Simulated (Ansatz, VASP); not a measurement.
ZrTi3C4: VASP beside Ansatz

```
Zr Ti C
1.0
     4.44410    0.00000    0.00000
     0.00000    4.44410    0.00000
     0.00000    0.00000    4.44410
Zr Ti C
1 3 4
Direct
  0.00000 0.00000 0.00000
  0.50000 0.00000 0.50000
  0.50000 0.50000 0.00000
  0.00000 0.50000 0.50000
  0.00000 0.50000 0.00000
  0.50000 0.50000 0.50000
  0.00000 0.00000 0.50000
  0.50000 0.00000 0.00000
```

Alike in both runs: functional PBE; k mesh 4 × 4 × 4; occupations gaussian, width 0.1 eV; no spin polarisation.

Ansatz relaxed the structure, and its values are those at the end. VASP's run is a single point on that final structure, the one shown.

```csv
,VASP,Ansatz
version,VASP 6.6.1,Ansatz 0.2.0
potentials or method,"VASP PAW PBE potentials, release 64 (Zr_sv, Ti_sv, C), cutoff 520 eV","scalar-relativistic, plane waves, PAW"
valence electrons in the cell,64,64
```

```tsv
	VASP	Ansatz	Ansatz less VASP
gap on the k mesh at the Fermi level (eV)	none	none	-
pressure (GPa)	0.0	-0.2	-0.17
```

A gap of «none» marks a metal or a gap that the smearing closes.
